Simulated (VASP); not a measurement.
Write the native input for VASP 6.6.1 that does the following.

```
Task                   : single point
Functional             : PBE
Potentials or basis    : VASP PAW PBE potentials, release 64 (In_d, Sb)
Cutoff                 : 520 eV
k mesh                 : 12 × 12 × 12
Occupations            : gaussian, width 0.15 eV
Spin                   : no spin polarisation
Dipole correction      : no
Further INCAR settings : ALGO = Normal; EDIFF = 1e-06; NBANDS = 16
```

The structure of InSb lies in POSCAR:

```
InSb
1.0
    0.0000000000      3.1520633928      2.9214246080
    3.1520633928      0.0000000000      2.9214246080
    3.1520633928      3.1520633928      0.0000000000
In Sb
1 1
Direct
    0.0000000000      0.0000000000      0.0000000000
    0.5000000000      0.5000000000      0.5000000000
```

This cell differs from its parent crystal: strain +e along x and -e along y +0.0000, strain +e along z and -e/2 along x and y -0.0500.

One way to write it, as run:

INCAR

```
PREC = Accurate
ENCUT = 520
EDIFF = 1E-6
ISMEAR = 0
SIGMA = 0.15
LREAL = False
LASPH = True
NELM = 80
ALGO = Normal
ISIF = 2
LWAVE = False
LCHARG = False
GGA = PE
NBANDS = 16
```

KPOINTS

```
regular mesh
0
Gamma
  12 12 12
```

Potentials or basis: VASP PAW PBE potentials, release 64 (In_d, Sb).

Run with:

```sh
$ cat potpaw_PBE.64/In_d/POTCAR potpaw_PBE.64/Sb/POTCAR > POTCAR
$ mpirun -np 1 vasp_std > vasp.out
```

It gave:

```yaml
Pressure: 0.7 GPa
Band_gap_on_the_k_mesh: zero (bands 9 and 10 overlap by 2.83 eV)
```

Caveat: the cell differs from its parent crystal (strain +e along x and -e along y +0.0000, strain +e along z and -e/2 along x and y -0.0500); spin-orbit coupling is left out, which moves the levels of the heavy elements.

It took 60 s on 1 thread of Intel(R) Xeon(R) Platinum 8488C (Sapphire Rapids), with other jobs on the host, peak memory 0.3 GiB.
